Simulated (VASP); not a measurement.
# Fe (Fd-3m) in VASP: further runs, part 2 of 2

VASP 6.6.1. The steps go on from the part before.

### Step 4. Single point, r2SCAN, collinear spin, ferromagnetic start

This run uses another cell than the first one, of 14.05 Å³/atom, 1.048 times its volume.

File POSCAR:

```
Fe
1.0
    0.0000000000      2.4127542466      2.4127542466
    2.4127542466      0.0000000000      2.4127542466
    2.4127542466      2.4127542466      0.0000000000
Fe
2
Direct
    0.5000000000      0.5000000000      0.5000000000
    0.7500000000      0.7500000000      0.7500000000
```

File INCAR.step1:

```
PREC = Accurate ; ENCUT = 520
ISMEAR = 0 ; SIGMA = 0.1
LREAL = False ; LASPH = True
NELM = 150 ; ISPIN = 2
MAGMOM = 0.13 0.13 ; LMAXMIX = 4
NBANDS = 19 ; GGA = PE
ALGO = Normal ; EDIFF = 1E-4
LWAVE = True ; LCHARG = False
```

File INCAR.step2:

```
PREC = Accurate ; ENCUT = 520
EDIFF = 1E-6 ; ISMEAR = 0
SIGMA = 0.1 ; LREAL = False
LASPH = True ; NELM = 150
ALGO = Normal ; ISIF = 2
LWAVE = False ; LCHARG = False
ISPIN = 2 ; MAGMOM = 0.13 0.13
LORBIT = 11 ; LMAXMIX = 4
METAGGA = R2SCAN ; LMIXTAU = True
NBANDS = 19 ; ISTART = 1
```

File KPOINTS:

```
regular mesh
0
Gamma
  6 6 6
```

Potentials or basis: VASP PAW PBE potentials, release 64 (Fe).

The run is started by

```
$ cat potpaw_PBE.64/Fe/POTCAR > POTCAR
$ cp INCAR.step1 INCAR
$ mpirun -np 1 vasp_std > vasp.out
$ cp INCAR.step2 INCAR
$ mpirun -np 1 vasp_std > vasp.out
```

OUTCAR:

```text
PREC = Accurate
   ENCUT = 520
   EDIFF = 1E-6
   ISMEAR = 0
   LREAL = False
   LASPH = True
   NELM = 150
   ISIF = 2
   ISPIN = 2
   LORBIT = 11
   METAGGA = R2SCAN
   ISTART = 1

 ion  position               nearest neighbor table
   1  0.500  0.500  0.500-   2 2.09   2 2.09   2 2.09   2 2.09
   2  0.750  0.750  0.750-   1 2.09   1 2.09   1 2.09   1 2.09

  LATTYP: Found a face centered cubic cell.
 ALAT       =     4.8255084932

  Lattice vectors:

 A1 = (   0.0000000000,   2.4127542466,   2.4127542466)
 A2 = (   2.4127542466,   0.0000000000,   2.4127542466)
 A3 = (   2.4127542466,   2.4127542466,   0.0000000000)

Analysis of symmetry for initial positions (statically):
=====================================================================
 Subroutine PRICEL returns:
 Original cell was already a primitive cell.

 Routine SETGRP: Setting up the symmetry group for a
 face centered cubic supercell.

 Subroutine GETGRP returns: Found 48 space group operations
 (whereof 24 operations were pure point group operations)
 out of a pool of 48 trial point group operations.

The static configuration has the point symmetry T_d .
 The point group associated with its full space group is O_h .

Analysis of symmetry for dynamics (positions and initial velocities):
=====================================================================
 Subroutine PRICEL returns:
 Original cell was already a primitive cell.

 Routine SETGRP: Setting up the symmetry group for a
 face centered cubic supercell.

 Subroutine GETGRP returns: Found 48 space group operations
 (whereof 24 operations were pure point group operations)
 out of a pool of 48 trial point group operations.

The dynamic configuration has the point symmetry T_d .
 The point group associated with its full space group is O_h .

Analysis of structural, dynamic, and magnetic symmetry:
=====================================================================
 Subroutine PRICEL returns:
 Original cell was already a primitive cell.

 Routine SETGRP: Setting up the symmetry group for a
 face centered cubic supercell.

 Subroutine GETGRP returns: Found 48 space group operations
 (whereof 24 operations were pure point group operations)
 out of a pool of 48 trial point group operations.

The overall configuration has the point symmetry T_d .
 The point group associated with its full space group is O_h .

 Subroutine INISYM returns: Found 48 space group operations
 (whereof 24 operations are pure point group operations),
 and found     1 'primitive' translations

----------------------------------------------------------------------------------------

                                     Primitive cell

  volume of cell :      28.0911

  direct lattice vectors                    reciprocal lattice vectors
     0.000000000  2.412754247  2.412754247    -0.207232046  0.207232046  0.207232046
     2.412754247  0.000000000  2.412754247     0.207232046 -0.207232046  0.207232046
     2.412754247  2.412754247  0.000000000     0.207232046  0.207232046 -0.207232046

  length of vectors
     3.412149778  3.412149778  3.412149778     0.358936433  0.358936433  0.358936433

  position of ions in fractional coordinates (direct lattice)
     0.500000000  0.500000000  0.500000000
     0.750000000  0.750000000  0.750000000

[... 62 lines left out ...]
   LNONCOLLINEAR =      F non collinear calculations
   LSORBIT =      F    spin-orbit coupling
   LASPH  =      T    aspherical Exc in radial PAW
   ENCUT  =  520.0 eV  38.22 Ry    6.18 a.u.   6.34  6.34  6.34*2*pi/ulx,y,z
   NELM   =    150;   NELMIN=  2; NELMDL=  0     # of ELM steps
   EDIFF  = 0.1E-05   stopping-criterion for ELM
   LREAL  =      F    real-space projection
   EDIFFG = 0.1E-04   stopping-criterion for IOM
   NSW    =      0    number of steps for IOM
   IBRION =     -1    ionic relax: 0-MD 1-quasi-New 2-CG
   NFREE  =      0    steps in history (QN), initial steepest desc. (CG)
   ISIF   =      2    stress and relaxation
   ISYM   =      2    0-nonsym 1-usesym 2-fastsym
   POTIM  = 0.5000    time-step for ionic-motion
   TEBEG  =    0.0;   TEEND  =   0.0 temperature during run
   PSTRESS=    0.0 pullay stress
   NELECT =      16.0000    total number of electrons
   NUPDOWN=      -1.0000    fix difference up-down
   EMIN   =  10.00;   EMAX   =-10.00  energy-range for DOS
   EFERMI =   0.00;   METHOD = LEGACY
   ISMEAR =     0;   SIGMA  =   0.10  broadening in eV -4-tet -1-fermi 0-gaus
   EFERMI_NEDOS =   21; number of points for ismear=-14 and -15
   IALGO  =     38    algorithm
   IMIX   =      4    mixing-type and parameters
     AMIX     =   0.40;   BMIX     =  1.00
     AMIX_MAG =   1.60;   BMIX_MAG =  1.00
  volume/ion in A,a.u.               =      14.05        94.78
  Fermi-wavevector in a.u.,A,eV,Ry     =   1.357037  2.564428 25.055807  1.841550
  Thomas-Fermi vector in A             =   2.483990
   LORBIT       =     11    0 simple, 1 ext, 2 COOP (PROOUT), +10 PAW based schemes
   METAGGA = R2SCAN    functional components
   LHFCALC =     F    Hartree Fock is set to
   AEXX    =    0.0000 exact exchange contribution
   IVDW    =     0    specifies the selected vdW correction
   LEPSILON=     F    determine dielectric tensor
   LRPA    =     F    only Hartree local field effects (RPA)
 spin polarized calculation
 Gauss-broadening in eV      SIGMA  =   0.10
  energy-cutoff  :      520.00
  volume of cell :       28.09
 maximum number of plane-waves:       769
 NGX is ok and might be reduce to    28
   NGX = 13   NGY = 13   NGZ = 13

 number of electron      16.0000009 magnetization       0.0005958

 Free energy of the ion-electron system (eV)
  ---------------------------------------------------
  ext. energy  EPLUGINS =         0.00000000
  ---------------------------------------------------
  free energy    TOTEN  =       -25.04207456 eV

  energy without entropy =      -25.02904052  energy(sigma->0) =      -25.03555754

 E-fermi :   3.7715     XC(G=0): -12.4728

 val. band max:        3.6670303337   @ k =   0.3333   0.1667   0.0000
 cond. band min:       3.7862437178   @ k =   0.5000   0.1667   0.0000
 fundamental gap:      0.1192133842
 Fermi energy:         3.7715226443

 spin component 1

 k-point     1 :       0.0000    0.0000    0.0000
  band No.  band energies     occupation
      1      -3.3127      1.00000
      2       0.7906      1.00000
      3       0.7906      1.00000
      4       1.0643      1.00000
      5       1.0643      1.00000
      6       1.0643      1.00000
[... 328 lines left out ...]
      5       2.1845      1.00000
      6       2.1845      1.00000
[... 11 lines left out ...]
     18      24.9161      0.00000
     19      32.0483      0.00000
 Fermi energy:         3.7715226443

 spin component 2

 k-point     1 :       0.0000    0.0000    0.0000
  band No.  band energies     occupation
      1      -3.3127      1.00000
      2       0.7913      1.00000
      3       0.7913      1.00000
      4       1.0645      1.00000
      5       1.0645      1.00000
      6       1.0645      1.00000
[... 329 lines left out ...]
      6       2.1848      1.00000
[... 11 lines left out ...]
     18      24.9162      0.00000
     19      32.0484      0.00000

------------------------ aborting loop because EDIFF is reached ----------------------------------------

  FORCE on cell =-STRESS in cart. coord.  units (eV):
  Direction    XX          YY          ZZ          XY          YZ          ZX
  --------------------------------------------------------------------------------------
  -------------------------------------------------------------------------------------
  Total       -0.4489990     -0.4489990     -0.4489990      0.0000000      0.0000000     -0.0000000
  in kB      -25.6086480    -25.6086480    -25.6086480      0.0000000      0.0000000     -0.0000000
  external PRESSURE =     -25.6086480 kB  Pullay stress =       0.0000000 kB

 VOLUME and BASIS-vectors are now :
 -----------------------------------------------------------------------------
  energy-cutoff  :      520.00
  volume of cell :       28.09
      direct lattice vectors                 reciprocal lattice vectors
     0.000000000  2.412754247  2.412754247    -0.207232046  0.207232046  0.207232046
     2.412754247  0.000000000  2.412754247     0.207232046 -0.207232046  0.207232046
     2.412754247  2.412754247  0.000000000     0.207232046  0.207232046 -0.207232046

 POSITION                                       TOTAL-FORCE (eV/Angst)
 -----------------------------------------------------------------------------------
      2.41275      2.41275      2.41275        -0.000000     -0.000000     -0.000000
      3.61913      3.61913      3.61913         0.000000      0.000000      0.000000
 -----------------------------------------------------------------------------------
    total drift:                                0.000000      0.000000      0.000000

  FREE ENERGIE OF THE ION-ELECTRON SYSTEM (eV)
  ---------------------------------------------------
  free  energy   TOTEN  =       -25.0420745593 eV

  energy  without entropy=      -25.0290405166  energy(sigma->0) =      -25.03555754

 total charge

# of ion       s       p       d       tot
------------------------------------------
    1        0.605   0.470   6.491   7.565
    2        0.605   0.470   6.491   7.565
--------------------------------------------------
tot          1.209   0.939  12.981  15.130

 magnetization (x)

# of ion       s       p       d       tot
------------------------------------------
    1       -0.000  -0.000   0.000   0.000
    2       -0.000  -0.000   0.000   0.000
--------------------------------------------------
tot         -0.000  -0.000   0.001   0.001
```

Wall time 92 s (1 thread of Intel Xeon Platinum 8259CL at 2.50GHz (Skylake/Cascade Lake), shared host); peak memory 0.18 GiB.

What came out:

```
Free energy                                           : -25.0421 eV
Pressure                                              : -2.6 GPa
Band gap on the k mesh                                : zero (filled and empty bands overlap)
Net moment                                            : 0.00 μB per cell
Valence electrons inside the program's atomic spheres : Fe 7.57
```

Caveat: the k points lie up to 0.38 Å⁻¹ apart; the PAW data sets were made with another functional, which shifts forces and pressure a little.

### Step 5. Relaxation of cell and atoms, r2SCAN, collinear spin, ferromagnetic start

File POSCAR:

```
Fe
1.0
    0.0000000000      2.3755431895      2.3755431895
    2.3755431895      0.0000000000      2.3755431895
    2.3755431895      2.3755431895      0.0000000000
Fe
2
Direct
    0.5000000000      0.5000000000      0.5000000000
    0.7500000000      0.7500000000      0.7500000000
```

File INCAR.step1:

```
SYSTEM = Fe
PREC = Accurate ; ENCUT = 600
ISMEAR = 0 ; SIGMA = 0.1
LREAL = .False. ; LASPH = .True.
NELM = 150 ; ISPIN = 2
MAGMOM = 0.13 0.13 ; LMAXMIX = 4
GGA = PE ; ALGO = Normal
EDIFF = 1E-4 ; LWAVE = .True.
LCHARG = .False.
```

File INCAR.step2:

```
SYSTEM = Fe
PREC = Accurate ; ENCUT = 600
EDIFF = 1E-6 ; ISMEAR = 0
SIGMA = 0.1 ; LREAL = .False.
LASPH = .True. ; NELM = 150
ALGO = Normal ; ISIF = 3
LWAVE = .False. ; LCHARG = .False.
ISPIN = 2 ; MAGMOM = 0.13 0.13
LORBIT = 11 ; LMAXMIX = 4
METAGGA = R2SCAN ; LMIXTAU = .True.
IBRION = 2 ; NSW = 90
EDIFFG = -0.04 ; ISTART = 1
```

File KPOINTS:

```
Automatic mesh
0
Gamma
  6 6 6
  0 0 0
```

The run is started by

```
$ cat potpaw_PBE.64/Fe/POTCAR > POTCAR
$ cp INCAR.step1 INCAR
$ mpirun -np 1 vasp_std > vasp.out
$ cp INCAR.step2 INCAR
$ mpirun -np 1 vasp_std > vasp.out
```

It took 2.7 min on 1 thread of Intel Xeon Platinum 8259CL at 2.50GHz (Skylake/Cascade Lake), shared host; peak memory 0.19 GiB.

It converged, with:

* Free energy: -25.0454 eV
* Relaxed volume: 13.82 Å³/atom
* Relaxed cell: a = 3.394 Å, b = 3.394 Å, c = 3.394 Å, α = 60.00°, β = 60.00°, γ = 60.00°
* Space group after relaxing (to 0.05 Å): Fd-3m (No. 227)
* Energy gained by relaxing: 6.9 meV/atom
* Ionic steps: 3
* Pressure after relaxing: 0.0 GPa
* Band gap on the k mesh: zero (filled and empty bands overlap)
* Net moment: 0.00 μB per cell
* Valence electrons inside the program's atomic spheres: Fe 7.60

Step by step:
| step | energy change (eV) | largest force (eV/Å) | pressure (GPa) | volume (Å³) |
| --- | --- | --- | --- | --- |
| 1 | 0.0000 | 0.0000 | 5.59 | 26.81 |
| 2 | 0.0053 | 0.0000 | -5.73 | 28.67 |
| 3 | -0.0138 | 0.0000 | -0.03 | 27.64 |

Final structure:
```
CELL_PARAMETERS angstrom
0.00000 2.39977 2.39977
2.39977 0.00000 2.39977
2.39977 2.39977 0.00000
ATOMIC_POSITIONS crystal
Fe 0.50000 0.50000 0.50000
Fe 0.75000 0.75000 0.75000
```

Levels at points of the mesh, in eV from the Fermi level:
Spin up:
| k point | band 4 | band 5 | band 6 | band 7 | band 8 | band 9 | band 10 | band 11 | band 12 |
| --- | --- | --- | --- | --- | --- | --- | --- | --- | --- |
| (0.00, 0.00, 0.00) | -2.76 | -2.76 | -2.76 | -0.41 | -0.41 | -0.41 | 1.36 | 1.36 | 15.30 |
| (0.50, 0.00, 0.00) | -2.88 | -2.76 | -2.76 | -1.24 | 0.18 | 0.18 | 1.09 | 1.09 | 2.76 |
| (0.50, 0.50, 0.00) | -2.67 | -1.52 | -1.52 | -0.81 | -0.81 | 1.31 | 1.31 | 3.03 | 3.03 |
Spin down:
```csv
k point,band 6,band 7,band 8,band 9,band 10,band 11
"(0.00, 0.00, 0.00)",-2.76,-0.41,-0.41,-0.41,1.36,1.36
"(0.50, 0.00, 0.00)",-2.76,-1.24,0.18,0.18,1.09,1.09
"(0.50, 0.50, 0.00)",-1.52,-0.81,-0.81,1.31,1.31,3.03
```

Caveat: the k points lie up to 0.38 Å⁻¹ apart in the final cell; the PAW data sets were made with another functional, which shifts forces and pressure a little.

### Step 6. Single point, r2SCAN, collinear spin, ferromagnetic start

POSCAR is that of step 5.

File INCAR.step1:

```
SYSTEM = Fe
PREC = Accurate
ENCUT = 660
ISMEAR = 0
SIGMA = 0.1
LREAL = .FALSE.
LASPH = .TRUE.
NELM = 200
ISPIN = 2
MAGMOM = 4 4
LMAXMIX = 4
NBANDS = 27
GGA = PE
ALGO = Normal
EDIFF = 1E-5
LWAVE = .TRUE.
LCHARG = .FALSE.
GGA_COMPAT = .FALSE.
```

File INCAR.step2:

```
SYSTEM = Fe
PREC = Accurate
ENCUT = 660
EDIFF = 1E-6
ISMEAR = 0
SIGMA = 0.1
LREAL = .FALSE.
LASPH = .TRUE.
NELM = 200
ALGO = Normal
ISIF = 2
LWAVE = .FALSE.
LCHARG = .FALSE.
ISPIN = 2
MAGMOM = 4 4
LORBIT = 11
LMAXMIX = 4
METAGGA = R2SCAN
LMIXTAU = .TRUE.
NBANDS = 27
ISTART = 1
GGA_COMPAT = .FALSE.
```

File KPOINTS:

```
regular mesh
0
G
  6 6 6
  0 0 0
```

Potentials or basis: VASP PAW PBE potentials, release 64 (Fe_sv).

The run is started by

```
$ cat potpaw_PBE.64/Fe_sv/POTCAR > POTCAR
$ cp INCAR.step1 INCAR
$ mpirun -np 1 vasp_std > vasp.out
$ cp INCAR.step2 INCAR
$ mpirun -np 1 vasp_std > vasp.out
```

It took 70 s on 1 thread of Intel Xeon Platinum 8488C (Sapphire Rapids), shared host; peak memory 0.19 GiB.

The run converged. Its results:

| Item | Value |
| --- | --- |
| Free energy | -25.1458 eV |
| Pressure | 5.2 GPa |
| Band gap on the k mesh | zero (filled and empty bands overlap) |
| Net moment | 0.00 μB per cell |
| Valence electrons inside the program's atomic spheres | Fe 14.00 |

Levels at points of the mesh, in eV from the Fermi level:
Spin up:
| k point | band 14 | band 15 | band 16 | band 17 | band 18 | band 19 |
| --- | --- | --- | --- | --- | --- | --- |
| (0.00, 0.00, 0.00) | -2.85 | -0.43 | -0.43 | -0.43 | 1.45 | 1.45 |
| (0.50, 0.00, 0.00) | -2.87 | -1.30 | 0.20 | 0.20 | 1.15 | 1.15 |
| (0.50, 0.50, 0.00) | -1.54 | -0.85 | -0.85 | 1.38 | 1.38 | 3.12 |
Spin down:
```tsv
k point	band 12	band 13	band 14	band 15	band 16	band 17	band 18	band 19	band 20	band 21
(0.00, 0.00, 0.00)	-2.85	-2.85	-2.85	-0.43	-0.43	-0.43	1.45	1.45	15.55	15.55
(0.50, 0.00, 0.00)	-3.02	-2.87	-2.87	-1.30	0.20	0.20	1.15	1.15	2.86	11.87
(0.50, 0.50, 0.00)	-2.78	-1.54	-1.54	-0.85	-0.85	1.37	1.37	3.11	3.11	5.83
```

Caveat: the k points lie up to 0.38 Å⁻¹ apart; the starting moments collapsed, and a magnetic state may lie lower; the PAW data sets were made with another functional, which shifts forces and pressure a little.

### Step 7. Summary

```tsv
task	cell	k mesh	cutoff (eV)	gap on the mesh (eV)	pressure (GPa)	moment (μB)
single point	a = 3.401 Å, angles 60.0°, 2 atoms	20 × 20 × 20	520	none	-0.9	0.00
single point	a = 3.412 Å, angles 60.0°, 2 atoms	6 × 6 × 6	520	none	-2.6	0.00
relaxation of cell and atoms	relaxed from a = 3.360 Å, angles 60.0°, 2 atoms	6 × 6 × 6	600	none	0.0	0.00
```

Alike in all rows: level r2SCAN; potentials or basis VASP PAW PBE potentials, release 64 (Fe); spin collinear, ferromagnetic start; smearing gaussian 0.1 eV.

Caveats: some runs use coarse meshes; the PAW data sets were made with another functional, which shifts forces and pressure a little.

Total energies depend on the potentials used, so only differences within one code and one set of settings carry meaning.
